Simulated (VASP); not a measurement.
A run of VASP 6.6.1 is set up as follows.

File INCAR:

```
SYSTEM = BN
PREC = Accurate
ENCUT = 520
EDIFF = 1E-7
ISMEAR = -1
SIGMA = 0.03
LREAL = .False.
LASPH = .True.
NELM = 80
ALGO = Normal
ISIF = 2
LWAVE = .False.
LCHARG = .False.
GGA = PS
NBANDS = 11
```

File KPOINTS:

```
regular mesh
0
Gamma
  13 13 13
  0 0 0
```

The input POSCAR:

```
BN
1.0
    0.0000000000      1.8075000000      1.7894250000
    1.8075000000      0.0000000000      1.7894250000
    1.8075000000      1.8075000000      0.0000000000
B N
1 1
Direct
    0.0000000000      0.0000000000      0.0000000000
    0.7500000000      0.7500000000      0.7500000000
```

Potentials or basis: VASP PAW PBE potentials, release 64 (B, N).

Run with:

```console
$ cat potpaw_PBE.64/B/POTCAR potpaw_PBE.64/N/POTCAR > POTCAR
$ mpirun -np 1 vasp_std > vasp.out
```

**Question.** What does it give for the band gap on the k mesh?

**Answer.** 4.18 eV, indirect (least direct gap 8.70 eV).

**Question.** What does it give for the pressure?

**Answer.** 1.5 GPa.

Stress tensor (GPa, compression positive):
```
-0.50  0.00  0.00
 0.00 -0.50  0.00
 0.00  0.00  5.56
```

Caveat: the cell differs from its parent crystal (zz strain of -1 %); the PAW data sets were made with another functional, which shifts forces and pressure a little. A k mesh can miss the band edges.
